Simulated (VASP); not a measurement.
## KI: single point with PBE

The system is KI.

```
K I
1.0
     0.00000    3.48930    3.52455
     3.52455    0.00000    3.52455
     3.52455    3.48930    0.00000
K I
1 1
Direct
  0.00000 0.00000 0.00000
  0.50000 0.50000 0.50000
```

This cell differs from its parent crystal: strain -0.0100 x Voigt [0, 1, 0, 0, 0, 0].

| Property | Result |
| --- | --- |
| Program | VASP 6.6.1 |
| Task | single point |
| Functional | PBE |
| Potentials or basis | VASP PAW PBE potentials, release 64 (K_sv, I) |
| Cutoff | 520 eV |
| k mesh | 6 × 6 × 6 |
| Occupations | gaussian, width 0.05 eV |
| Spin | no spin polarisation |

* Pressure: 0.9 GPa
* Band gap on the k mesh: 4.00 eV

Stress tensor (GPa, compression positive):
```
0.77 0.00 0.00
0.00 1.06 0.00
0.00 0.00 0.77
```

Levels at points of the mesh, in eV from the valence-band top:
```
           k point  band 4  band 5  band 6  band 7  band 8  band 9  band 10  band 11  band 12  band 13
(0.00, 0.00, 0.00)  -11.96  -10.53    0.00    0.00    0.00    4.00     6.47     6.47     6.53     7.20
(0.50, 0.00, 0.00)  -11.97  -10.23   -1.36   -0.35   -0.35    5.54     7.76     8.14     8.22     8.73
(0.50, 0.50, 0.00)  -11.98  -10.38   -1.03   -0.38   -0.37    4.91     5.80     8.10     8.77     8.88
(0.50, 0.00, 0.50)  -11.98  -10.38   -1.02   -0.39   -0.39    4.90     5.81     8.13     8.77     8.92
```

It took 76 s on 1 thread of AMD EPYC 7R13 (shared host), peak memory 0.22 GiB.

Caveat: the cell differs from its parent crystal (strain -0.0100 x Voigt [0, 1, 0, 0, 0, 0]); spin-orbit coupling is left out, which moves the levels of the heavy elements.
